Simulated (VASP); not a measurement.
Wanted: the native input for a VASP 6.6.1 run.

| Property | Result |
| --- | --- |
| Task | single point |
| Functional | r2SCAN |
| Potentials or basis | VASP PAW PBE potentials, release 64 (Ag, Cl) |
| Cutoff | 520 eV |
| k mesh | 8 × 8 × 8 |
| Occupations | gaussian, width 0.01 eV |
| Spin | no spin polarisation |
| Dipole correction | no |
| Further INCAR settings | ALGO = Normal; EDIFF = 1e-06; NBANDS = 16 |

AgCl:

```xyz
2
Lattice="0.0000 2.9340 2.9340 2.9340 0.0000 2.9340 2.9340 2.9340 0.0000" Properties=species:S:1:pos:R:3 pbc="T T T"
Ag    0.0000    0.0000    0.0000
Cl    2.9340    2.9340    2.9340
```

This cell differs from its parent crystal: strain +5.8%.

These files were run (other wordings do the same):

POSCAR

```
AgCl
1.0
    0.0000000000      2.9340284738      2.9340284738
    2.9340284738      0.0000000000      2.9340284738
    2.9340284738      2.9340284738      0.0000000000
Ag Cl
1 1
Direct
    0.0000000000      0.0000000000      0.0000000000
    0.5000000000      0.5000000000      0.5000000000
```

INCAR.step1

```
PREC     = Accurate       # precision mode
ENCUT    = 520            # plane-wave cutoff, eV
ISMEAR   = 0              # smearing method
SIGMA    = 0.01           # smearing width, eV
LREAL    = False          # projectors in reciprocal space
LASPH    = True           # aspherical terms in the spheres
NELM     = 80             # most SCF steps
NBANDS   = 16             # bands
GGA      = PE             # functional
ALGO     = Normal         # electronic algorithm
EDIFF    = 1E-4           # SCF threshold, eV
LWAVE    = True           # write WAVECAR
LCHARG   = False          # write CHGCAR
```

INCAR.step2

```
PREC     = Accurate       # precision mode
ENCUT    = 520            # plane-wave cutoff, eV
EDIFF    = 1E-6           # SCF threshold, eV
ISMEAR   = 0              # smearing method
SIGMA    = 0.01           # smearing width, eV
LREAL    = False          # projectors in reciprocal space
LASPH    = True           # aspherical terms in the spheres
NELM     = 80             # most SCF steps
ALGO     = Normal         # electronic algorithm
ISIF     = 2              # what is computed and relaxed
LWAVE    = False          # write WAVECAR
LCHARG   = False          # write CHGCAR
METAGGA  = R2SCAN         # meta-GGA
LMIXTAU  = True         
NBANDS   = 16             # bands
ISTART   = 1
```

KPOINTS

```
regular mesh
0
Gamma
  8 8 8
```

Potentials or basis: VASP PAW PBE potentials, release 64 (Ag, Cl).

Launch:

```console
$ cat potpaw_PBE.64/Ag/POTCAR potpaw_PBE.64/Cl/POTCAR > POTCAR
$ cp INCAR.step1 INCAR
$ mpirun -np 1 vasp_std > vasp.out
$ cp INCAR.step2 INCAR
$ mpirun -np 1 vasp_std > vasp.out
```

It gave:

```json
{
 "Pressure": "-5.6 GPa",
 "Band gap on the k mesh": "1.49 eV, indirect (least direct gap 3.23 eV)"
}
```

Caveat: the cell differs from its parent crystal (strain +5.8%); the PAW data sets were made with another functional, which shifts forces and pressure a little.

Run time: 85 s on 1 thread of AMD EPYC 7R13 Processor (Zen 3) (shared host), peak memory 0.16 GiB.
